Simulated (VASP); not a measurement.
# LiAl2 (P6/mmm) in VASP: notebook

LiAl2 is run at these levels: PBE; tasks: single point, relaxation of cell and atoms.

All numbers are computed with VASP 6.6.1; they aren't measurements. Logs are shortened: lines on timing, memory, paths and dates and some standing lists are left out, and cuts for length are marked.

**1. The cell of the first run**

The structure is hexagonal, space group P6/mmm (No. 191). The conventional cell has a = 4.559 Å, b = 4.559 Å, c = 2.942 Å, α = 90.00°, β = 90.00°, γ = 120.00°. Within 3.9 Å of Li (site symmetry 6/mmm) lie 2 Li at 2.94 Å and 12 Al at 3.02 Å. Al (site symmetry -6m2) has 5 Al at 2.63 to 2.94 Å and 6 Li at 3.02 Å within 3.5 Å.

**2. Single point, PBE**

Input file INCAR:

```
  PREC = Accurate
  ENCUT = 520
  EDIFF = 1E-6
  ISMEAR = 0
  SIGMA = 0.1
  LREAL = False
  LASPH = True
  NELM = 80
  ALGO = Normal
  ISIF = 2
  LWAVE = False
  LCHARG = False
  GGA = PE
  NBANDS = 12
```

Input file KPOINTS:

```
Automatic mesh
0
Gamma
  12 12 16
```

Input file POSCAR:

```
LiAl2
1.0
    4.5591475540      0.0000000000      0.0000000000
   -2.2795737770      3.9483376014      0.0000000000
    0.0000000000      0.0000000000      2.9415108634
Li Al
1 2
Direct
    0.0000000000      0.0000000000      0.0000000000
    0.3333333333      0.6666666667      0.5000000000
    0.6666666667      0.3333333333      0.5000000000
```

Potentials or basis: VASP PAW PBE potentials, release 64 (Li_sv, Al).

Launch:

```bash
cat potpaw_PBE.64/Li_sv/POTCAR potpaw_PBE.64/Al/POTCAR > POTCAR
mpirun -np 1 vasp_std > vasp.out
```

OUTCAR:

```text
PREC = Accurate
   ENCUT = 520
   EDIFF = 1E-6
   ISMEAR = 0
   LREAL = False
   LASPH = True
   NELM = 80
   ISIF = 2
   GGA = PE

 ion  position               nearest neighbor table
   1  0.000  0.000  0.000-
   2  0.333  0.667  0.500-   3 2.63   3 2.63   3 2.63
   3  0.667  0.333  0.500-   2 2.63   2 2.63   2 2.63

  LATTYP: Found a hexagonal cell.
 ALAT       =     4.5591475540
 C/A-ratio  =     0.6451887833

  Lattice vectors:

 A1 = (   4.5591475540,   0.0000000000,   0.0000000000)
 A2 = (  -2.2795737770,   3.9483376014,   0.0000000000)
 A3 = (   0.0000000000,   0.0000000000,   2.9415108634)

Analysis of symmetry for initial positions (statically):
=====================================================================
 Subroutine PRICEL returns:
 Original cell was already a primitive cell.

 Routine SETGRP: Setting up the symmetry group for a
 hexagonal supercell.

 Subroutine GETGRP returns: Found 24 space group operations
 (whereof 24 operations were pure point group operations)
 out of a pool of 24 trial point group operations.

The static configuration has the point symmetry D_6h.

Analysis of symmetry for dynamics (positions and initial velocities):
=====================================================================
 Subroutine PRICEL returns:
 Original cell was already a primitive cell.

 Routine SETGRP: Setting up the symmetry group for a
 hexagonal supercell.

 Subroutine GETGRP returns: Found 24 space group operations
 (whereof 24 operations were pure point group operations)
 out of a pool of 24 trial point group operations.

The dynamic configuration has the point symmetry D_6h.

 Subroutine INISYM returns: Found 24 space group operations
 (whereof 24 operations are pure point group operations),
 and found     1 'primitive' translations

----------------------------------------------------------------------------------------

                                     Primitive cell

  volume of cell :      52.9503

  direct lattice vectors                    reciprocal lattice vectors
     4.559147554  0.000000000  0.000000000     0.219339249  0.126635574  0.000000000
    -2.279573777  3.948337601  0.000000000     0.000000000  0.253271149  0.000000000
     0.000000000  0.000000000  2.941510863     0.000000000  0.000000000  0.339961349

  length of vectors
     4.559147554  4.559147554  2.941510863     0.253271149  0.253271149  0.339961349

  position of ions in fractional coordinates (direct lattice)
     0.000000000  0.000000000  0.000000000
     0.333333333  0.666666667  0.500000000
     0.666666667  0.333333333  0.500000000

  ion indices of the primitive-cell ions
   primitive index   ion index
                 1           1
                 2           2
                 3           3

----------------------------------------------------------------------------------------

 KPOINTS: Automatic mesh

Automatic generation of k-mesh.
 Grid dimensions read from file:
 generate k-points for:   12   12   16

 Generating k-lattice:

  Cartesian coordinates                     Fractional coordinates (reciprocal lattice)
     0.018278271  0.010552965  0.000000000     0.083333333  0.000000000  0.000000000
     0.000000000  0.021105929  0.000000000     0.000000000  0.083333333  0.000000000
     0.000000000  0.000000000  0.021247584     0.000000000  0.000000000  0.062500000

  Length of vectors
     0.021105929  0.021105929  0.021247584

  Shift w.r.t. Gamma in fractional coordinates (k-lattice)
     0.000000000  0.000000000  0.000000000

 Subroutine IBZKPT returns following result:
 ===========================================

 Found    171 irreducible k-points:

 Following reciprocal coordinates:
            Coordinates               Weight
  0.000000  0.000000  0.000000      1.000000
  0.083333  0.000000  0.000000      6.000000
  0.166667 -0.000000  0.000000      6.000000
  0.250000  0.000000  0.000000      6.000000
  0.333333  0.000000  0.000000      6.000000
  0.416667  0.000000  0.000000      6.000000
[... 16 lines left out ...]
  0.250000  0.000000  0.062500     12.000000
  0.333333  0.000000  0.062500     12.000000
 [... further k-points ...]
   k-points           NKPTS =    171   k-points in BZ     NKDIM =    171   number of bands    NBANDS=     12
   number of dos      NEDOS =    301   number of ions     NIONS =      3
   total plane-waves  NPLWV =  31104
   dimension x,y,z NGX =    36 NGY =   36 NGZ =   24
   dimension x,y,z NGXF=    72 NGYF=   72 NGZF=   48
   ions per type =               1   2
   NGX,Y,Z   is equivalent  to a cutoff of  13.13, 13.13, 13.56 a.u.
   NGXF,Y,Z  is equivalent  to a cutoff of  26.25, 26.25, 27.13 a.u.
 SYSTEM =  unknown system
   PREC   = accura    normal or accurate (medium, high low for compatibility)
   ISTART =      0    job   : 0-new  1-cont  2-samecut
   ICHARG =      2    charge: 1-file 2-atom 10-const
   ISPIN  =      1    spin polarized calculation?
   LNONCOLLINEAR =      F non collinear calculations
   LSORBIT =      F    spin-orbit coupling
   LASPH  =      T    aspherical Exc in radial PAW
   ENCUT  =  520.0 eV  38.22 Ry    6.18 a.u.   8.48  8.48  5.47*2*pi/ulx,y,z
   NELM   =     80;   NELMIN=  2; NELMDL= -5     # of ELM steps
   EDIFF  = 0.1E-05   stopping-criterion for ELM
   LREAL  =      F    real-space projection
   EDIFFG = 0.1E-04   stopping-criterion for IOM
   NSW    =      0    number of steps for IOM
   IBRION =     -1    ionic relax: 0-MD 1-quasi-New 2-CG
   NFREE  =      0    steps in history (QN), initial steepest desc. (CG)
   ISIF   =      2    stress and relaxation
   ISYM   =      2    0-nonsym 1-usesym 2-fastsym
   POTIM  = 0.5000    time-step for ionic-motion
   TEBEG  =    0.0;   TEEND  =   0.0 temperature during run
   PSTRESS=    0.0 pullay stress
   NELECT =       9.0000    total number of electrons
   NUPDOWN=      -1.0000    fix difference up-down
   EMIN   =  10.00;   EMAX   =-10.00  energy-range for DOS
   EFERMI =   0.00;   METHOD = LEGACY
   ISMEAR =     0;   SIGMA  =   0.10  broadening in eV -4-tet -1-fermi 0-gaus
   EFERMI_NEDOS =   21; number of points for ismear=-14 and -15
   IALGO  =     38    algorithm
   IMIX   =      4    mixing-type and parameters
     AMIX     =   0.40;   BMIX     =  1.00
     AMIX_MAG =   1.60;   BMIX_MAG =  1.00
  volume/ion in A,a.u.               =      17.65       119.11
  Fermi-wavevector in a.u.,A,eV,Ry     =   0.906845  1.713688 11.188984  0.822367
  Thomas-Fermi vector in A             =   2.030581
   LORBIT       =      0    0 simple, 1 ext, 2 COOP (PROOUT), +10 PAW based schemes
   GGA     = PE    functional components
   LHFCALC =     F    Hartree Fock is set to
   AEXX    =    0.0000 exact exchange contribution
   IVDW    =     0    specifies the selected vdW correction
   LEPSILON=     F    determine dielectric tensor
   LRPA    =     F    only Hartree local field effects (RPA)
 non-spin polarized calculation
 Gauss-broadening in eV      SIGMA  =   0.10
  energy-cutoff  :      520.00
  volume of cell :       52.95
 maximum number of plane-waves:      1457
 NGX is ok and might be reduce to    36
   NGX = 17   NGY = 17   NGZ = 11

 number of electron       8.9999999 magnetization

 Free energy of the ion-electron system (eV)
  ---------------------------------------------------
  ext. energy  EPLUGINS =         0.00000000
  ---------------------------------------------------
  free energy    TOTEN  =        -9.49003781 eV

  energy without entropy =       -9.48265145  energy(sigma->0) =       -9.48634463

 E-fermi :   5.1425     XC(G=0):  -9.1400

 val. band max:        5.1393973995   @ k =   0.4167   0.0000   0.2500
 cond. band min:       5.1449020270   @ k =   0.3333   0.0833   0.5000
 fundamental gap:      0.0055046275
 Fermi energy:         5.1425223875

 k-point     1 :       0.0000    0.0000    0.0000
  band No.  band energies     occupation
      1     -41.2586      2.00000
      2      -3.9234      2.00000
      3       4.0364      2.00000
      4       4.0364      2.00000
      5       4.6992      2.00000
      6       5.4622      0.00001
      7       5.4622      0.00001
      8       9.4487      0.00000
      9      11.4341      0.00000
     10      13.5749      0.00000
     11      18.4221      0.00000
     12      19.3132      0.00000

 k-point     2 :       0.0833    0.0000    0.0000
  band No.  band energies     occupation
      1     -41.2585      2.00000
      2      -3.8670      2.00000
      3       3.1557      2.00000
      4       3.7771      2.00000
      5       5.0930      1.51608
      6       5.8451      0.00000
      7       5.9168      0.00000
      8       9.6915      0.00000
      9      11.4914      0.00000
     10      13.6013      0.00000
     11      17.8545      0.00000
     12      19.1721      0.00000

 k-point     3 :       0.1667   -0.0000    0.0000
  band No.  band energies     occupation
      1     -41.2585      2.00000
      2      -3.6989      2.00000
      3       2.0441      2.00000
      4       3.3379      2.00000
      5       4.9850      1.97410
      6       6.6550      0.00000
      7       7.0773      0.00000
      8      10.3736      0.00000
      9      11.6627      0.00000
     10      13.6749      0.00000
     11      16.9508      0.00000
     12      18.0239      0.00000
[... 286 lines left out ...]
 k-point    23 :       0.2500    0.0000    0.0625
  band No.  band energies     occupation
      1     -41.2582      2.00000
      2      -3.3600      2.00000
      3       1.0670      2.00000
      4       3.0096      2.00000
      5       4.8439      1.99998
      6       7.7214      0.00000
      7       8.3241      0.00000
      8      10.4664      0.00000
      9      11.9974      0.00000
     10      14.5848      0.00000
     11      15.1924      0.00000
     12      16.2707      0.00000

 k-point    24 :       0.3333    0.0000    0.0625
  band No.  band energies     occupation
      1     -41.2581      2.00000
      2      -2.9904      2.00000
      3       0.1416      2.00000
      4       2.7206      2.00000
      5       4.6716      2.00000
      6       8.8693      0.00000
      7       9.4863      0.00000
      8      11.0382      0.00000
      9      12.9664      0.00000
     10      14.1848      0.00000
     11      14.6605      0.00000
     12      14.6913      0.00000

 [... further k-points ...]

------------------------ aborting loop because EDIFF is reached ----------------------------------------

  FORCE on cell =-STRESS in cart. coord.  units (eV):
  Direction    XX          YY          ZZ          XY          YZ          ZX
  --------------------------------------------------------------------------------------
  -------------------------------------------------------------------------------------
  Total       -0.0186470     -0.0186470     -0.0118716      0.0000000     -0.0000000     -0.0000000
  in kB       -0.5642245     -0.5642245     -0.3592130      0.0000000     -0.0000000     -0.0000000
  external PRESSURE =      -0.4958873 kB  Pullay stress =       0.0000000 kB

 VOLUME and BASIS-vectors are now :
 -----------------------------------------------------------------------------
  energy-cutoff  :      520.00
  volume of cell :       52.95
      direct lattice vectors                 reciprocal lattice vectors
     4.559147554  0.000000000  0.000000000     0.219339249  0.126635574  0.000000000
    -2.279573777  3.948337601  0.000000000     0.000000000  0.253271149  0.000000000
     0.000000000  0.000000000  2.941510863     0.000000000  0.000000000  0.339961349

 POSITION                                       TOTAL-FORCE (eV/Angst)
 -----------------------------------------------------------------------------------
      0.00000      0.00000      0.00000        -0.000000      0.000000     -0.000000
     -0.00000      2.63223      1.47076         0.000000      0.000000     -0.000000
      2.27957      1.31611      1.47076        -0.000000      0.000000      0.000000
 -----------------------------------------------------------------------------------
    total drift:                               -0.000000      0.000000     -0.000000

  FREE ENERGIE OF THE ION-ELECTRON SYSTEM (eV)
  ---------------------------------------------------
  free  energy   TOTEN  =        -9.4900378124 eV

  energy  without entropy=       -9.4826514486  energy(sigma->0) =       -9.48634463
```

It took 36 s on 1 thread of Intel Xeon Platinum 8559C (Emerald Rapids), shared host; peak memory 0.23 GiB.

Results:

```yaml
Free_energy: -9.4900 eV
Band_gap_on_the_k_mesh: zero (an odd number of electrons rules out a gap without spin polarisation)
```

Caveat: the cutoff is under 1.25 times the usual one of these potentials, so pressure, stress and relaxed cells hold a basis-set (Pulay) error.

(Continued in part 2 of 2.)
